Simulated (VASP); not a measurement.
MgO, 8 atoms in the cell. The typed cell holds 8 atoms: a = 3.280 Å, b = 3.280 Å, c = 10.515 Å, α = 90.00°, β = 90.00°, γ = 120.00°.  This cell differs from its parent crystal: atom 6 (O) moved by -0.220 Å along [1 0 0] and +0.440 Å along [0 0 1].

```yaml
Program: VASP 6.6.1
Task: single point
Functional: PBE
Potentials_or_basis: VASP PAW PBE potentials, release 64 (Mg, O)
Cutoff: 520 eV
k_mesh: 9 × 9 × 2
Occupations: gaussian, width 0.05 eV
Spin: no spin polarisation
Dipole_correction: no
Further_INCAR_settings: ALGO = Normal; EDIFF = 1e-06; NBANDS = 26
```

Potentials or basis: VASP PAW PBE potentials, release 64 (Mg, O).

The run is started by

```console
$ cat potpaw_PBE.64/Mg/POTCAR potpaw_PBE.64/O/POTCAR > POTCAR
$ mpirun -np 1 vasp_std > vasp.out
```

Hardware: 1 thread of Intel Xeon 8259CL, on a shared host.

**Question.** Estimate the wall time of this run.

**Answer.** Run time: 5.5 min on 1 thread of Intel Xeon 8259CL (shared host), peak memory 0.31 GiB. Counts: scf iterations 15, k points 82.
